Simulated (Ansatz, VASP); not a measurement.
Hf in VASP and in Ansatz

```
Hf
1.0
     3.19670    0.00000    0.00000
    -1.59835    2.76842    0.00000
     0.00000    0.00000    5.05780
Hf
2
Direct
  0.66667 0.33333 0.75000
  0.33333 0.66667 0.25000
```

Alike in both runs: task relaxation of cell and atoms; functional PBE-based screened hybrid with a share of 0.25 of exact exchange and HFSCREEN = 0.3; k mesh 5 × 5 × 3; occupations fermi-dirac, width 0.05 eV; no spin polarisation.

|  | VASP | Ansatz |
| --- | --- | --- |
| version | VASP 6.6.1 | Ansatz 0.2.0 |
| potentials or method | VASP PAW PBE potentials, release 64 (Hf_pv) | Ansatz PAW |
| plane-wave cutoff (eV) | 600 | 420 |
| valence electrons in the cell | 20 | 52 |

```csv
,VASP,Ansatz,Ansatz less VASP
"gap on the k mesh at the Fermi level, each at its own relaxed structure (eV)",none,none,-
relaxed volume (Å³/atom),22.15,22.53,+0.385
relaxed length of the cell vector where the two differ most in proportion (Å),4.961,4.996,+0.0351
```

VASP's potentials were made for PBE, not for PBE-based screened hybrid. A gap of «none» marks a metal or a gap that the smearing closes. VASP's potentials hold 20 valence electrons a cell and Ansatz's 52, so a difference there can come from the potentials and not from the codes.

The k mesh is coarse, so the values compare programs but aren't converged. Spin-orbit coupling is off throughout. Noted on Ansatz's run: the plane-wave basis is chosen anew once the cell has moved, so the energies of steps on either side of that aren't comparable.
